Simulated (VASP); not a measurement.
Write the native input for VASP 6.6.1 that does the following.

* Task: single point
* Functional: r2SCAN
* Potentials or basis: VASP PAW PBE potentials, release 64 (Cu, I)
* Cutoff: 520 eV
* k mesh: 6 × 6 × 6
* Occupations: gaussian, width 0.01 eV
* Spin: no spin polarisation
* Dipole correction: no
* Further INCAR settings: ALGO = Normal; EDIFF = 1e-06; NBANDS = 16

Crystal: CuI.

```
CELL_PARAMETERS angstrom
2.99664 2.99664 0.00000
-2.99664 2.99664 0.00000
0.00000 2.99664 3.02073
ATOMIC_POSITIONS crystal
Cu 0.75000 0.25000 0.50000
I 0.00000 0.00000 0.00000
```

This cell differs from its parent crystal: in-plane strain -0.005.

The input as run:

POSCAR

```
CuI
1.0
    2.9966386809      2.9966386809      0.0000000000
   -2.9966386809      2.9966386809      0.0000000000
    0.0000000000      2.9966386809      3.0207322582
Cu I
1 1
Direct
    0.7500000000      0.2500000000      0.5000000000
    0.0000000000      0.0000000000      0.0000000000
```

INCAR.step1

```
SYSTEM = CuI
PREC = Accurate ; ENCUT = 520
ISMEAR = 0 ; SIGMA = 0.01
LREAL = .False. ; LASPH = .True.
NELM = 60 ; NBANDS = 16
GGA = PE ; ALGO = Normal
EDIFF = 1E-4 ; LWAVE = .True.
LCHARG = .False.
```

INCAR.step2

```
SYSTEM = CuI
PREC = Accurate ; ENCUT = 520
EDIFF = 1E-6 ; ISMEAR = 0
SIGMA = 0.01 ; LREAL = .False.
LASPH = .True. ; NELM = 60
ALGO = Normal ; ISIF = 2
LWAVE = .False. ; LCHARG = .True.
METAGGA = R2SCAN ; LMIXTAU = .True.
LELF = .True. ; LVHAR = .True.
NBANDS = 16 ; ISTART = 1
```

KPOINTS

```
regular mesh
0
Gamma
  6 6 6
  0 0 0
```

Potentials or basis: VASP PAW PBE potentials, release 64 (Cu, I).

Launch:

```bash
$ cat potpaw_PBE.64/Cu/POTCAR potpaw_PBE.64/I/POTCAR > POTCAR
$ cp INCAR.step1 INCAR
$ mpirun -np 1 vasp_std > vasp.out
$ cp INCAR.step2 INCAR
$ mpirun -np 1 vasp_std > vasp.out
```

It gave:

```yaml
Pressure: 0.3 GPa
Band_gap_on_the_k_mesh: 1.69 eV
```

Caveat: the cell differs from its parent crystal (in-plane strain -0.005); the PAW data sets were made with another functional, which shifts forces and pressure a little; spin-orbit coupling is left out, which moves the levels of the heavy elements.

Wall time 74 s on 1 thread of AMD EPYC 9R45 96-Core Processor (Zen 5), with other jobs on the host, peak memory 0.17 GiB.
